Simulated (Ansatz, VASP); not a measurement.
This is a calculation of C for VASP 6.6.1.

Contents of POSCAR:

```
C
1.0
    2.1273203072     -1.2282824400      0.0000000000
    2.1273203072      1.2282824400      0.0000000000
   -1.3790696309      0.0000000000      3.5028300786
C
2
Direct
    0.1666444700      0.1666444700      0.9999069600
    0.8333555300      0.8333555300      0.0000930400
```

File INCAR.step1:

```
PREC = Accurate
ENCUT = 520
EDIFF = 1E-5
ISMEAR = -1
SIGMA = 0.05
LREAL = F
LASPH = T
NELM = 60
ALGO = Normal
ISIF = 2
LWAVE = T
LCHARG = F
GGA = PE
NBANDS = 11
```

INCAR.step2

```
PREC = Accurate
ENCUT = 520
EDIFF = 1E-7
ISMEAR = -1
SIGMA = 0.05
LREAL = F
LASPH = T
NELM = 60
ALGO = Normal
ISIF = 2
LWAVE = F
LCHARG = F
METAGGA = R2SCAN
LHFCALC = T
AEXX = 0.5
LMIXTAU = T
PRECFOCK = Normal
ISTART = 1
NBANDS = 11
```

Contents of KPOINTS:

```
Automatic mesh
0
Gamma
  7 7 4
```

Potentials or basis: VASP PAW PBE potentials, release 64 (C).

Launch:

```bash
$ cat potpaw_PBE.64/C/POTCAR > POTCAR
$ cp INCAR.step1 INCAR
$ mpirun -np 1 vasp_std > vasp.out
$ cp INCAR.step2 INCAR
$ mpirun -np 1 vasp_std > vasp.out
```

Problem. Set up the same calculation for Ansatz 0.2.0. Potentials there: Ansatz PAW.

Solution. As run (the cutoff follows the program's own potentials):

File input.yaml:

```yaml
crystal:
  lattice:
    - [2.1273203072, -1.22828244, 0.0]
    - [2.1273203072, 1.22828244, 0.0]
    - [-1.3790696309, 0.0, 3.5028300786]
  atoms:
    - { symbol: C, position: [0.16664447, 0.16664447, 0.99990696] }
    - { symbol: C, position: [0.83335553, 0.83335553, 9.304e-05] }
hamiltonian:
  xc: { exchange: r2scan, correlation: r2scan, exx: { coeff: 0.5 } }
  pseudopotentials: { kind: paw }
kpoints:
  mp_grid: { grid: [7, 7, 4] }
scf:
  occupations: { method: fermi_dirac, width: 0.05 }
output:
  forces: true
  stress: true
  eigenvalues: true
```

Potentials or basis: Ansatz PAW.

Run with:

```sh
$ ansatz run input.yaml --threads 2 --pin off --max-ram 5632MiB --backend cpu --events-out ev --progress --plain --runs-dir out
```

Both were run:

|  | VASP | Ansatz | Ansatz less VASP |
| --- | --- | --- | --- |
| gap on the k mesh at the Fermi level (eV) | 4.70 | 4.57 | -0.129 |
| least direct gap on the mesh (eV) | 4.72 | 4.59 | -0.129 |
| pressure (GPa) | -8.0 | -8.6 | -0.61 |
| traceless stress, the component that is largest in VASP (GPa) | 8.33 | 9.22 | +0.896 |
| rms of the force components (eV/Å) | 0.010 | 0.010 | +0.0001 |

VASP's potentials were made for PBE, not for r2SCAN-based global hybrid. Atom by atom the forces differ by 0.000 eV/Å (rms over components). The functional is the same, so the differences come from potentials, cutoffs and numerics.

The k mesh is coarse, so the values compare programs but aren't converged. Noted on Ansatz's run: odd divisions of the mesh miss points on the zone boundary, where band edges often lie, so the gap on the mesh can be too wide.
